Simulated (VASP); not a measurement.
# BaHf3H2 (P4/mmm) in VASP: notebook

The runs below take BaHf3H2 through single point, with PBE.

All numbers are computed with VASP 6.6.1; they aren't measurements. Logs are shortened: lines on timing, memory, paths and dates and some standing lists are left out, and cuts for length are marked.

### 1 The cell of the first run

Symmetry: P4/mmm, No. 123, tetragonal system. The conventional cell has a = 4.331 Å, b = 4.331 Å, c = 6.332 Å, α = 90.00°, β = 90.00°, γ = 90.00°. Ba (site symmetry 4/mmm) has 6 Hf at 3.06 to 3.17 Å and 8 H at 3.84 Å within 4.0 Å. Hf (site symmetry 4/mmm) has 4 Ba at 3.06 Å and 2 Hf at 3.17 Å and 8 H at 3.84 Å within 4.0 Å. Hf (site symmetry 4/mmm) has 4 H at 2.17 Å within 2.9 Å. Within 2.9 Å of Hf (site symmetry 4/mmm) lie 4 H at 2.17 Å. Within 2.9 Å of H (site symmetry mmm) lie 4 Hf at 2.17 Å.

The cell was generated, and may not be a known phase.

### 2 Single point, PBE

File INCAR:

```
PREC = Accurate
ENCUT = 520
EDIFF = 1E-6
ISMEAR = 0
SIGMA = 0.1
LREAL = False
LASPH = True
NELM = 60
ALGO = Normal
ISIF = 2
LWAVE = False
LCHARG = True
GGA = PE
LELF = True
LVHAR = True
NBANDS = 30
```

File KPOINTS:

```
regular mesh
0
Gamma
  4 4 2
```

File POSCAR:

```
BaHf3H2
1.0
    4.3307296232      0.0000000000      0.0000000000
    0.0000000000      4.3307296232      0.0000000000
    0.0000000000      0.0000000000      6.3323721343
Ba Hf H
1 3 2
Direct
    0.5000000000      0.5000000000      0.0000000000
    0.0000000000      0.0000000000      0.0000000000
    0.5000000000      0.5000000000      0.5000000000
    0.0000000000      0.0000000000      0.5000000000
    0.5000000000      0.0000000000      0.5000000000
    0.0000000000      0.5000000000      0.5000000000
```

Potentials or basis: VASP PAW PBE potentials, release 64 (Ba_sv, Hf_pv, H).

Command:

```
> cat potpaw_PBE.64/Ba_sv/POTCAR potpaw_PBE.64/Hf_pv/POTCAR potpaw_PBE.64/H/POTCAR > POTCAR
> mpirun -np 1 vasp_std > vasp.out
```

OUTCAR:

```text
PREC = Accurate
   ENCUT = 520
   EDIFF = 1E-6
   ISMEAR = 0
   LREAL = False
   LASPH = True
   NELM = 60
   ISIF = 2
   GGA = PE

 ion  position               nearest neighbor table
   1  0.500  0.500  0.000-   2 3.06   2 3.06   2 3.06   2 3.06   3 3.17   3 3.17
   2  0.000  0.000  0.000-   1 3.06   1 3.06   1 3.06   1 3.06   4 3.17   4 3.17
   3  0.500  0.500  0.500-   5 2.17   6 2.17   5 2.17   6 2.17   4 3.06   4 3.06   4 3.06   4 3.06
                             1 3.17   1 3.17
   4  0.000  0.000  0.500-   5 2.17   6 2.17   6 2.17   5 2.17   3 3.06   3 3.06   3 3.06   3 3.06
                             2 3.17   2 3.17
   5  0.500  0.000  0.500-   3 2.17   4 2.17   3 2.17   4 2.17
   6  0.000  0.500  0.500-   3 2.17   4 2.17   4 2.17   3 2.17

  LATTYP: Found a simple tetragonal cell.
 ALAT       =     4.3307296232
 C/A-ratio  =     1.4621952154

  Lattice vectors:

 A1 = (   4.3307296232,   0.0000000000,   0.0000000000)
 A2 = (   0.0000000000,   4.3307296232,   0.0000000000)
 A3 = (   0.0000000000,   0.0000000000,   6.3323721343)

Analysis of symmetry for initial positions (statically):
=====================================================================
 Subroutine PRICEL returns:
 Original cell was already a primitive cell.

 Routine SETGRP: Setting up the symmetry group for a
 simple tetragonal supercell.

 Subroutine GETGRP returns: Found 16 space group operations
 (whereof 16 operations were pure point group operations)
 out of a pool of 16 trial point group operations.

The static configuration has the point symmetry D_4h.

Analysis of symmetry for dynamics (positions and initial velocities):
=====================================================================
 Subroutine PRICEL returns:
 Original cell was already a primitive cell.

 Routine SETGRP: Setting up the symmetry group for a
 simple tetragonal supercell.

 Subroutine GETGRP returns: Found 16 space group operations
 (whereof 16 operations were pure point group operations)
 out of a pool of 16 trial point group operations.

The dynamic configuration has the point symmetry D_4h.

 Subroutine INISYM returns: Found 16 space group operations
 (whereof 16 operations are pure point group operations),
 and found     1 'primitive' translations

----------------------------------------------------------------------------------------

                                     Primitive cell

  volume of cell :     118.7650

  direct lattice vectors                    reciprocal lattice vectors
     4.330729623  0.000000000  0.000000000     0.230907973  0.000000000  0.000000000
     0.000000000  4.330729623  0.000000000     0.000000000  0.230907973  0.000000000
     0.000000000  0.000000000  6.332372134     0.000000000  0.000000000  0.157918704

  length of vectors
     4.330729623  4.330729623  6.332372134     0.230907973  0.230907973  0.157918704

  position of ions in fractional coordinates (direct lattice)
     0.500000000  0.500000000  0.000000000
     0.000000000  0.000000000  0.000000000
     0.500000000  0.500000000  0.500000000
     0.000000000  0.000000000  0.500000000
     0.500000000  0.000000000  0.500000000
     0.000000000  0.500000000  0.500000000

  ion indices of the primitive-cell ions
   primitive index   ion index
                 1           1
                 2           2
                 3           3
                 4           4
                 5           5
                 6           6

----------------------------------------------------------------------------------------

 KPOINTS: regular mesh

Automatic generation of k-mesh.
 Grid dimensions read from file:
 generate k-points for:    4    4    2

 Generating k-lattice:

  Cartesian coordinates                     Fractional coordinates (reciprocal lattice)
     0.057726993  0.000000000  0.000000000     0.250000000  0.000000000  0.000000000
     0.000000000  0.057726993  0.000000000     0.000000000  0.250000000  0.000000000
     0.000000000  0.000000000  0.078959352     0.000000000  0.000000000  0.500000000

  Length of vectors
     0.057726993  0.057726993  0.078959352

  Shift w.r.t. Gamma in fractional coordinates (k-lattice)
     0.000000000  0.000000000  0.000000000

 Subroutine IBZKPT returns following result:
 ===========================================

 Found     12 irreducible k-points:

 Following reciprocal coordinates:
            Coordinates               Weight
  0.000000  0.000000  0.000000      1.000000
  0.250000  0.000000  0.000000      4.000000
  0.500000  0.000000  0.000000      2.000000
  0.250000  0.250000  0.000000      4.000000
  0.500000  0.250000  0.000000      4.000000
  0.500000  0.500000  0.000000      1.000000
  0.000000  0.000000  0.500000      1.000000
  0.250000  0.000000  0.500000      4.000000
  0.500000  0.000000  0.500000      2.000000
  0.250000  0.250000  0.500000      4.000000
  0.500000  0.250000  0.500000      4.000000
  0.500000  0.500000  0.500000      1.000000
   k-points           NKPTS =     12   k-points in BZ     NKDIM =     12   number of bands    NBANDS=     30
   number of dos      NEDOS =    301   number of ions     NIONS =      6
   total plane-waves  NPLWV =  49152
   dimension x,y,z NGX =    32 NGY =   32 NGZ =   48
   dimension x,y,z NGXF=    64 NGYF=   64 NGZF=   96
   ions per type =               1   3   2
   NGX,Y,Z   is equivalent  to a cutoff of  12.28, 12.28, 12.60 a.u.
   NGXF,Y,Z  is equivalent  to a cutoff of  24.57, 24.57, 25.20 a.u.
 SYSTEM =  unknown system
   PREC   = accura    normal or accurate (medium, high low for compatibility)
   ISTART =      0    job   : 0-new  1-cont  2-samecut
   ICHARG =      2    charge: 1-file 2-atom 10-const
   ISPIN  =      1    spin polarized calculation?
   LNONCOLLINEAR =      F non collinear calculations
   LSORBIT =      F    spin-orbit coupling
   LASPH  =      T    aspherical Exc in radial PAW
   ENCUT  =  520.0 eV  38.22 Ry    6.18 a.u.   8.05  8.05 11.77*2*pi/ulx,y,z
   NELM   =     60;   NELMIN=  2; NELMDL= -5     # of ELM steps
   EDIFF  = 0.1E-05   stopping-criterion for ELM
   LREAL  =      F    real-space projection
   EDIFFG = 0.1E-04   stopping-criterion for IOM
   NSW    =      0    number of steps for IOM
   IBRION =     -1    ionic relax: 0-MD 1-quasi-New 2-CG
   NFREE  =      0    steps in history (QN), initial steepest desc. (CG)
   ISIF   =      2    stress and relaxation
   ISYM   =      2    0-nonsym 1-usesym 2-fastsym
   POTIM  = 0.5000    time-step for ionic-motion
   TEBEG  =    0.0;   TEEND  =   0.0 temperature during run
   PSTRESS=    0.0 pullay stress
   NELECT =      42.0000    total number of electrons
   NUPDOWN=      -1.0000    fix difference up-down
   EMIN   =  10.00;   EMAX   =-10.00  energy-range for DOS
   EFERMI =   0.00;   METHOD = LEGACY
   ISMEAR =     0;   SIGMA  =   0.10  broadening in eV -4-tet -1-fermi 0-gaus
   EFERMI_NEDOS =   21; number of points for ismear=-14 and -15
   IALGO  =     38    algorithm
   IMIX   =      4    mixing-type and parameters
     AMIX     =   0.40;   BMIX     =  1.00
     AMIX_MAG =   1.60;   BMIX_MAG =  1.00
  volume/ion in A,a.u.               =      19.79       133.58
  Fermi-wavevector in a.u.,A,eV,Ry     =   1.157697  2.187731 18.235390  1.340263
  Thomas-Fermi vector in A             =   2.294306
   LORBIT       =      0    0 simple, 1 ext, 2 COOP (PROOUT), +10 PAW based schemes
   GGA     = PE    functional components
   LHFCALC =     F    Hartree Fock is set to
   AEXX    =    0.0000 exact exchange contribution
   IVDW    =     0    specifies the selected vdW correction
   LEPSILON=     F    determine dielectric tensor
   LRPA    =     F    only Hartree local field effects (RPA)
 non-spin polarized calculation
 Gauss-broadening in eV      SIGMA  =   0.10
  energy-cutoff  :      520.00
  volume of cell :      118.77
 maximum number of plane-waves:      3256
   NGX = 17   NGY = 17   NGZ = 23

 number of electron      42.0000000 magnetization

 Free energy of the ion-electron system (eV)
  ---------------------------------------------------
  ext. energy  EPLUGINS =         0.00000000
  ---------------------------------------------------
  free energy    TOTEN  =       -33.94695917 eV

  energy without entropy =      -33.91940294  energy(sigma->0) =      -33.93318106

 E-fermi :   3.5670     XC(G=0): -10.2335

 val. band max:        3.5616953301   @ k =   0.2500   0.0000   0.5000
 cond. band min:       3.5872276096   @ k =   0.2500   0.0000   0.5000
 fundamental gap:      0.0255322794
 Fermi energy:         3.5670195192

 k-point     1 :       0.0000    0.0000    0.0000
  band No.  band energies     occupation
      1     -27.8726      2.00000
      2     -27.8726      2.00000
      3     -27.6397      2.00000
      4     -27.4480      2.00000
      5     -27.3552      2.00000
      6     -27.3552      2.00000
[... 22 lines left out ...]
     29       7.5917      0.00000
     30       7.5917      0.00000

 k-point     2 :       0.2500    0.0000    0.0000
  band No.  band energies     occupation
      1     -27.8958      2.00000
      2     -27.8703      2.00000
      3     -27.6371      2.00000
      4     -27.4469      2.00000
      5     -27.3075      2.00000
      6     -27.2947      2.00000
[... 22 lines left out ...]
     29       7.1519      0.00000
     30       7.2313      0.00000

 k-point     3 :       0.5000    0.0000    0.0000
  band No.  band energies     occupation
      1     -27.9186      2.00000
      2     -27.8680      2.00000
      3     -27.6345      2.00000
      4     -27.4458      2.00000
      5     -27.2340      2.00000
      6     -27.2079      2.00000
[... 286 lines left out ...]
     29       6.2375      0.00000
     30       6.4316      0.00000

 k-point    12 :       0.5000    0.5000    0.5000
  band No.  band energies     occupation
      1     -27.8887      2.00000
      2     -27.8887      2.00000
      3     -27.5825      2.00000
      4     -27.4526      2.00000
      5     -27.4472      2.00000
      6     -27.4472      2.00000
[... 22 lines left out ...]
     29       5.9701      0.00000
     30       5.9844      0.00000

------------------------ aborting loop because EDIFF is reached ----------------------------------------

  FORCE on cell =-STRESS in cart. coord.  units (eV):
  Direction    XX          YY          ZZ          XY          YZ          ZX
  --------------------------------------------------------------------------------------
  -------------------------------------------------------------------------------------
  Total        0.1370133      0.1370133     -0.1609058      0.0000000     -0.0000000     -0.0000000
  in kB        1.8483519      1.8483519     -2.1706697      0.0000000     -0.0000000     -0.0000000
  external PRESSURE =       0.5086780 kB  Pullay stress =       0.0000000 kB

 VOLUME and BASIS-vectors are now :
 -----------------------------------------------------------------------------
  energy-cutoff  :      520.00
  volume of cell :      118.77
      direct lattice vectors                 reciprocal lattice vectors
     4.330729623  0.000000000  0.000000000     0.230907973  0.000000000  0.000000000
     0.000000000  4.330729623  0.000000000     0.000000000  0.230907973  0.000000000
     0.000000000  0.000000000  6.332372134     0.000000000  0.000000000  0.157918704

 POSITION                                       TOTAL-FORCE (eV/Angst)
 -----------------------------------------------------------------------------------
      2.16536      2.16536      0.00000         0.000000      0.000000      0.000000
      0.00000      0.00000      0.00000         0.000000      0.000000      0.000000
      2.16536      2.16536      3.16619         0.000000      0.000000      0.000000
      0.00000      0.00000      3.16619         0.000000      0.000000      0.000000
      2.16536      0.00000      3.16619         0.000000      0.000000      0.000000
      0.00000      2.16536      3.16619         0.000000      0.000000      0.000000
 -----------------------------------------------------------------------------------
    total drift:                                0.000000     -0.000000     -0.000000

  FREE ENERGIE OF THE ION-ELECTRON SYSTEM (eV)
  ---------------------------------------------------
  free  energy   TOTEN  =       -33.9469591742 eV

  energy  without entropy=      -33.9194029431  energy(sigma->0) =      -33.93318106
```

Wall time 20 s (1 thread of Intel Xeon 6975P-C (Granite Rapids), shared host); peak memory 0.23 GiB.

What came out:

```yaml
Free_energy: -33.9470 eV
Pressure: 0.1 GPa
Band_gap_on_the_k_mesh: zero (bands 21 and 22 overlap by 1.29 eV)
```

Caveat: the k points lie up to 0.50 Å⁻¹ apart, too coarse for converged energies and pressures of a metal; spin-orbit coupling is left out, which moves the levels of the heavy elements.

### 3 Single point, PBE

This run uses another cell than the first one, of 29.38 Å³/atom.

File INCAR:

```
  PREC = Accurate
  ENCUT = 520
  EDIFF = 1E-6
  ISMEAR = 0
  SIGMA = 0.1
  LREAL = F
  LASPH = T
  NELM = 80
  ALGO = Normal
  ISIF = 2
  LWAVE = F
  LCHARG = F
  GGA = PE
  NBANDS = 30
```

KPOINTS is that of step 2.

POSCAR, as its differences from that of step 2:

```diff
@@ -2,5 +2,5 @@
 1.0
-    4.3307296232      0.0000000000      0.0000000000
-    0.0000000000      4.3307296232      0.0000000000
-    0.0000000000      0.0000000000      6.3323721343
+    4.7934918100      0.0000000000      0.0000000000
+    0.0000000000      4.7934918100      0.0000000000
+    0.0000000000      0.0000000000      7.6713852300
 Ba Hf H
```

Potentials or basis: VASP PAW PBE potentials, release 64 (Ba_sv, Hf_pv, H).

Command:

```
> cat potpaw_PBE.64/Ba_sv/POTCAR potpaw_PBE.64/Hf_pv/POTCAR potpaw_PBE.64/H/POTCAR > POTCAR
> mpirun -np 1 vasp_std > vasp.out
```

It took 35 s on 1 thread of Intel Xeon 6975P-C (Granite Rapids), shared host; peak memory 0.29 GiB.

It converged, with:

| Quantity | Value |
| --- | --- |
| Free energy | -31.6729 eV |
| Pressure | -9.4 GPa |
| Band gap on the k mesh | zero (bands 21 and 22 overlap by 0.60 eV) |

Stress tensor (GPa, compression positive):
```
-10.22   0.00   0.00
  0.00 -10.22   0.00
  0.00   0.00  -7.83
```

Levels at points of the mesh, in eV from the Fermi level:
```csv
k point,band 18,band 19,band 20,band 21,band 22,band 23,band 24,band 25
"(0.00, 0.00, 0.00)",-0.82,-0.69,-0.38,-0.25,-0.07,-0.07,0.29,1.49
"(0.50, 0.00, 0.00)",-0.65,-0.40,0.10,0.25,0.50,0.55,0.69,1.06
"(0.50, 0.50, 0.00)",-1.38,-1.14,-1.14,-0.02,-0.01,0.19,1.07,1.07
"(0.00, 0.00, 0.50)",-0.63,-0.60,-0.44,-0.38,0.50,0.50,0.56,0.56
"(0.50, 0.00, 0.50)",-0.53,-0.14,0.40,0.40,0.53,0.92,0.93,0.96
"(0.50, 0.50, 0.50)",-1.99,-0.53,-0.53,-0.03,-0.02,-0.02,0.47,0.51
```

Caveat: the k points lie up to 0.41 Å⁻¹ apart, too coarse for converged energies and pressures of a metal; spin-orbit coupling is left out, which moves the levels of the heavy elements.

### 4 Single point, PBE

This run uses another cell than the first one, of 19.70 Å³/atom.

File INCAR:

```
PREC     = Accurate       # precision mode
ENCUT    = 520            # plane-wave cutoff, eV
EDIFF    = 1E-6           # SCF threshold, eV
ISMEAR   = 0              # smearing method
SIGMA    = 0.1            # smearing width, eV
LREAL    = False          # projectors in reciprocal space
LASPH    = True           # aspherical terms in the spheres
NELM     = 100            # most SCF steps
ALGO     = Normal         # electronic algorithm
ISIF     = 2              # what is computed and relaxed
LWAVE    = False          # write WAVECAR
LCHARG   = True           # write CHGCAR
GGA      = PE             # functional
LELF     = True           # ELF
LVHAR    = True         
NBANDS   = 30             # bands
```

File KPOINTS:

```
Automatic mesh
0
Gamma
  4 4 4
```

POSCAR, as its differences from that of step 3:

```diff
@@ -2,5 +2,5 @@
 1.0
-    4.7934918100      0.0000000000      0.0000000000
-    0.0000000000      4.7934918100      0.0000000000
-    0.0000000000      0.0000000000      7.6713852300
+    4.3393661280      0.0000000000      0.0000000000
+    0.0000000000      4.3393661280      0.0000000000
+    0.0000000000      0.0000000000      6.2787251210
 Ba Hf H
```

Command:

```
> cat potpaw_PBE.64/Ba_sv/POTCAR potpaw_PBE.64/Hf_pv/POTCAR potpaw_PBE.64/H/POTCAR > POTCAR
> mpirun -np 1 vasp_std > vasp.out
```

Wall time 26 s (1 thread of Intel Xeon 6975P-C (Granite Rapids), shared host); peak memory 0.24 GiB.

It converged, with:

```yaml
Free_energy: -33.9917 eV
Pressure: 0.2 GPa
Band_gap_on_the_k_mesh: zero (bands 21 and 22 overlap by 1.36 eV)
```

Stress tensor (GPa, compression positive):
```
0.16 0.00 0.00
0.00 0.16 0.00
0.00 0.00 0.24
```

Levels at points of the mesh, in eV from the Fermi level:
```
           k point  band 18  band 19  band 20  band 21  band 22  band 23  band 24  band 25
(0.00, 0.00, 0.00)    -1.35    -1.15    -0.93    -0.93    -0.43     0.20     0.39     2.44
(0.50, 0.00, 0.00)    -0.88    -0.86     0.31     0.36     0.66     0.71     0.80     1.01
(0.50, 0.50, 0.00)    -2.46    -2.35    -1.04    -0.33    -0.20     0.56     1.94     2.19
(0.00, 0.00, 0.50)    -0.89    -0.74    -0.32    -0.15     0.31     0.31     0.40     0.40
(0.50, 0.00, 0.50)    -0.57     0.39     0.51     0.82     0.82     1.25     1.40     1.58
(0.50, 0.50, 0.50)    -1.90    -1.05    -1.05    -0.18    -0.18     0.35     0.74     0.83
```

Caveat: the k points lie up to 0.36 Å⁻¹ apart, too coarse for converged energies and pressures of a metal; spin-orbit coupling is left out, which moves the levels of the heavy elements.

### 5 The runs side by side

```csv
cell,k mesh,gap on the mesh (eV),pressure (GPa)
"a = 4.331, b = 4.331, c = 6.332 Å, 6 atoms",4 × 4 × 2,none,0.1
"a = 4.793, b = 4.793, c = 7.671 Å, 6 atoms",4 × 4 × 2,none,-9.4
"a = 4.339, b = 4.339, c = 6.279 Å, 6 atoms",4 × 4 × 4,none,0.2
```

Alike in all rows: task single point; level PBE; potentials or basis VASP PAW PBE potentials, release 64 (Ba_sv, Hf_pv, H); no spin polarisation; cutoff (eV) 520; smearing gaussian 0.1 eV.

Caveats: all runs use coarse meshes; spin-orbit coupling is left out, which moves the levels of the heavy elements.

Total energies depend on the potentials used, so only differences within one code and one set of settings carry meaning.

The gap in the log of VASP goes by the Fermi energy; the results here count the filled bands.